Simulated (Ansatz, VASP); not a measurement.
## One calculation of Sc3BP2, two programs

File INCAR:

```
  PREC = Accurate
  ENCUT = 600
  EDIFF = 1E-6
  ISMEAR = 0
  SIGMA = 0.1
  LREAL = False
  LASPH = True
  NELM = 100
  ALGO = Normal
  ISIF = 3
  LWAVE = False
  LCHARG = False
  GGA = PE
  IBRION = 2
  NSW = 100
  EDIFFG = -0.01
```

Contents of KPOINTS:

```
regular mesh
0
Gamma
  6 6 10
```

Contents of POSCAR:

```
Sc3BP2
1.0
    6.5257923747      0.0000000000      0.0000000000
   -3.2628961873      5.6515019763      0.0000000000
    0.0000000000      0.0000000000      3.5262188819
Sc B P
3 1 2
Direct
    0.0000000000      0.5000000000      0.0000000000
    0.5000000000      0.5000000000      0.0000000000
    0.5000000000      0.0000000000      0.0000000000
    0.0000000000      0.0000000000      0.5000000000
    0.6666666667      0.3333333333      0.5000000000
    0.3333333333      0.6666666667      0.5000000000
```

Input for Ansatz:

```yaml
crystal:
  lattice:
    - [6.5257923747, 0.0, 0.0]
    - [-3.2628961873, 5.6515019763, 0.0]
    - [0.0, 0.0, 3.5262188819]
  atoms:
    - { symbol: Sc, position: [0.0, 0.5, 0.0] }
    - { symbol: Sc, position: [0.5, 0.5, 0.0] }
    - { symbol: Sc, position: [0.5, 0.0, 0.0] }
    - { symbol: B, position: [0.0, 0.0, 0.5] }
    - { symbol: P, position: [0.6666666667, 0.3333333333, 0.5] }
    - { symbol: P, position: [0.3333333333, 0.6666666667, 0.5] }
basis:
  ecutwfc: 420
kpoints:
  mp_grid: { grid: [6, 6, 10] }
hamiltonian:
  xc: pbe
scf:
  occupations: { method: gaussian, width: 0.1 }
output:
  forces: true
  stress: true
  eigenvalues: true
  write_density: true
  write_potential: true
  elf: true
  volumetric_format: npy
relax:
  adjacent_minimum: "off"
  f_tol: 0.01
  max_steps: 80
  cell: { stress_tol: 0.05 }
```

Change from the starting cell: species swapped into the DyB2Rh3 type (P6/mmm, No. 191).

Alike in both runs: task relaxation of cell and atoms; functional PBE; k mesh 6 × 6 × 10; occupations gaussian, width 0.1 eV; no spin polarisation.

|  | VASP | Ansatz |
| --- | --- | --- |
| version | VASP 6.6.1 | Ansatz 0.2.0 |
| potentials or method | VASP PAW PBE potentials, release 64 (Sc_sv, B, P), cutoff 600 eV | scalar-relativistic, plane waves, PAW |
| valence electrons in the cell | 46 | 46 |

VASP gave:

| Quantity | Value |
| --- | --- |
| gap on the k mesh at the Fermi level, each at its own relaxed structure (eV) | none |
| relaxed volume (Å³/atom) | 21.84 |
| relaxed length of the cell vector where the two differ most in proportion (Å) | 3.524 |

Problem. Which values does Ansatz return?

Solution. gap on the k mesh at the Fermi level, each at its own relaxed structure (eV): none; relaxed volume (Å³/atom): 21.79; relaxed length of the cell vector where the two differ most in proportion (Å): 3.521.

A gap of «none» marks a metal or a gap that the smearing closes.
